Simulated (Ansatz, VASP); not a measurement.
**SiO2 in VASP and in Ansatz**

```
Si O
1.0
     4.99300    0.00000    0.00000
     0.00000    4.99300    0.00000
     0.00000    0.00000    7.00500
Si O
4 8
Direct
  0.30241 0.30241 0.00000
  0.19759 0.80241 0.25000
  0.69759 0.69759 0.50000
  0.80241 0.19759 0.75000
  0.23776 0.11089 0.18195
  0.38911 0.73776 0.43195
  0.76224 0.88911 0.68195
  0.61089 0.26224 0.93195
  0.73776 0.38911 0.56805
  0.88911 0.76224 0.31805
  0.26224 0.61089 0.06805
  0.11089 0.23776 0.81805
```

Alike in both runs: task electric field gradients; functional r2SCAN; k mesh 5 × 5 × 3; occupations fermi-dirac, width 0.02 eV; no spin polarisation.

|  | VASP | Ansatz |
| --- | --- | --- |
| version | VASP 6.6.1 | Ansatz 0.2.0 |
| potentials or method | VASP PAW PBE potentials, release 64 (Si, O) | plane-wave PAW, scalar-relativistic |
| plane-wave cutoff (eV) | 520 | 500 |
| valence electrons in the cell | 64 | 64 |

|  | VASP | Ansatz | Ansatz less VASP |
| --- | --- | --- | --- |
| gap on the k mesh at the Fermi level (eV) | 6.24 | 6.24 | 0.000 |
| pressure (GPa) | -3.6 | -4.0 | -0.42 |
| traceless stress, the component that is largest in VASP (GPa) | -0.68 | -0.66 | +0.021 |
| rms of the force components (eV/Å) | 0.133 | 0.140 | +0.0061 |
| size of Vzz on the site where it differs most (V/Å²) | 89.8 | 98.0 | +8.14 |

VASP's potentials were made for PBE, not for r2SCAN. Atom by atom the forces differ by 0.012 eV/Å (rms over components). With one functional, cell and mesh, what is left measures potentials, basis and numerics.
